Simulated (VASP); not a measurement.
Wanted: the native input for a VASP 6.6.1 run.

```
Task                   : single point
Functional             : PBEsol
Potentials or basis    : VASP PAW PBE potentials, release 64 (Al, N)
Cutoff                 : 520 eV
k mesh                 : 9 × 9 × 6
Occupations            : gaussian, width 0.05 eV
Spin                   : no spin polarisation
Dipole correction      : no
Further INCAR settings : ALGO = Normal; EDIFF = 1e-06; NBANDS = 16
```

The structure of AlN lies in POSCAR:

```
AlN
1.0
    3.3807000000      0.0000000000      0.0000000000
   -1.6903500000      2.9277720826      0.0000000000
    0.0000000000      0.0000000000      4.2228000000
Al N
2 2
Direct
    0.3333333333      0.6666666667      0.7500000000
    0.6666666667      0.3333333333      0.2500000000
    0.3333333333      0.6666666667      0.2500000000
    0.6666666667      0.3333333333      0.7500000000
```

The input as run:

INCAR

```
SYSTEM = AlN
PREC     = Accurate       ! precision mode
ENCUT    = 520            ! plane-wave cutoff, eV
EDIFF    = 1E-6           ! SCF threshold, eV
ISMEAR   = 0              ! smearing method
SIGMA    = 0.05           ! smearing width, eV
LREAL    = .False.        ! projectors in reciprocal space
LASPH    = .True.         ! aspherical terms in the spheres
NELM     = 80             ! most SCF steps
ALGO     = Normal         ! electronic algorithm
ISIF     = 2              ! what is computed and relaxed
LWAVE    = .False.        ! write WAVECAR
LCHARG   = .True.         ! write CHGCAR
GGA      = PS             ! functional
LELF     = .True.         ! ELF
LVHAR    = .True.       
NBANDS   = 16             ! bands
```

KPOINTS

```
regular mesh
0
Gamma
  9 9 6
  0 0 0
```

Potentials or basis: VASP PAW PBE potentials, release 64 (Al, N).

Run with:

```bash
$ cat potpaw_PBE.64/Al/POTCAR potpaw_PBE.64/N/POTCAR > POTCAR
$ mpirun -np 1 vasp_std > vasp.out
```

Results of the run:

The pressure is -12.8 GPa and the band gap on the k mesh is 2.86 eV.

Caveat: the cell stands under tension; the PAW data sets were made with another functional, which shifts forces and pressure a little.

Wall time 53 s on 1 thread of Intel Xeon 8259CL, on a shared host, peak memory 0.17 GiB.
